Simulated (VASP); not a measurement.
Wanted: the native input for a VASP 6.6.1 run.

| Property | Result |
| --- | --- |
| Task | single point |
| Functional | LDA |
| Potentials or basis | VASP PAW LDA potentials, release 64 (Sn_d) |
| Cutoff | 520 eV |
| k mesh | 9 × 9 × 9 |
| Occupations | methfessel-paxton, width 0.01 eV |
| Spin | no spin polarisation |
| Dipole correction | no |
| Further INCAR settings | ALGO = Normal; EDIFF = 1e-07; NBANDS = 21 |

The structure of Sn lies in POSCAR:

```
Sn
1.0
    0.0000000000      3.2380799619      3.2380799619
    3.2380799619      0.0000000000      3.2380799619
    3.2380799619      3.2380799619      0.0000000000
Sn
2
Direct
    0.5000000000      0.5000000000      0.5000000000
    0.7500000000      0.7500000000      0.7500000000
```

This isn't the form of Sn at room conditions, which is tetragonal (white tin).

These files were run (other wordings do the same):

INCAR

```
SYSTEM = Sn
PREC = Accurate
ENCUT = 520
EDIFF = 1E-7
ISMEAR = 1
SIGMA = 0.01
LREAL = .False.
LASPH = .True.
NELM = 80
ALGO = Normal
ISIF = 2
LWAVE = .False.
LCHARG = .True.
GGA = CA
LELF = .True.
LVHAR = .True.
NBANDS = 21
```

KPOINTS

```
regular mesh
0
Gamma
  9 9 9
  0 0 0
```

Potentials or basis: VASP PAW LDA potentials, release 64 (Sn_d).

Command:

```bash
$ cat potpaw_LDA.64/Sn_d/POTCAR > POTCAR
$ mpirun -np 1 vasp_std > vasp.out
```

Results of the run:

```
Pressure               : -0.1 GPa
Band gap on the k mesh : zero (bands 14 and 15 overlap by 0.16 eV)
```

Caveat: spin-orbit coupling is left out, which moves the levels of the heavy elements.

It took 35 s on 1 thread of Intel(R) Xeon(R) Platinum 8259CL CPU @ 2.50GHz (Skylake/Cascade Lake) (shared host), peak memory 0.19 GiB.
